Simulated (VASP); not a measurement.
Ge: single point with revPBE

Ge:

```xyz
2
Lattice="0.0000 2.9055 2.9055 2.9055 0.0000 2.9055 2.9055 2.9055 0.0000" Properties=species:S:1:pos:R:3 pbc="T T T"
Ge    2.9055    2.9055    2.9055
Ge    4.3583    4.3583    4.3583
```

```json
{
  "Program": "VASP 6.6.1",
  "Task": "single point",
  "Functional": "revPBE",
  "Potentials or basis": "VASP PAW PBE potentials, release 64 (Ge_d)",
  "Cutoff": "520 eV",
  "k mesh": "5 × 5 × 5",
  "Occupations": "fermi-dirac, width 0.1 eV",
  "Spin": "no spin polarisation"
}
```

* Pressure: -0.1 GPa
* Band gap on the k mesh: zero (filled and empty bands touch)

Levels at points of the mesh, in eV from the Fermi level:
```
           k point  band 11  band 12  band 13  band 14  band 15  band 16  band 17  band 18
(0.00, 0.00, 0.00)   -12.08    -0.51     0.08     0.08     0.08     2.60     2.60     2.60
```

Wall time 31 s on 1 thread of AMD EPYC 7R13, with other jobs on the host, peak memory 0.14 GiB.

Caveat: the k points lie up to 0.37 Å⁻¹ apart; the PAW data sets were made with another functional, which shifts forces and pressure a little.
